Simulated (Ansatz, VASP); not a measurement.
One calculation of RbBr, two programs

```
Rb Br
1.0
     4.18797    0.00000    0.00000
     0.00000    4.11887    0.00000
     0.00000    0.00000    4.11887
Rb Br
1 1
Direct
  0.00000 0.00000 0.00000
  0.50000 0.50000 0.50000
```

Alike in both runs: task single point; functional r2SCAN; k mesh 6 × 6 × 6; occupations gaussian, width 0.02 eV; no spin polarisation.

|  | VASP | Ansatz |
| --- | --- | --- |
| version | VASP 6.6.1 | Ansatz 0.2.0 |
| potentials or method | VASP PAW PBE potentials, release 64 (Rb_sv, Br), cutoff 520 eV | scalar-relativistic, plane waves, PAW |
| valence electrons in the cell | 16 | 16 |

|  | VASP | Ansatz | Ansatz less VASP |
| --- | --- | --- | --- |
| gap on the k mesh at the Fermi level (eV) | 4.76 | 4.76 | -0.003 |
| least direct gap on the mesh (eV) | 4.91 | 4.91 | -0.003 |
| pressure (GPa) | -0.1 | -0.2 | -0.02 |
| traceless stress, the component that is largest in VASP (GPa) | -0.34 | -0.34 | 0.000 |

VASP's potentials were made for PBE, not for r2SCAN.
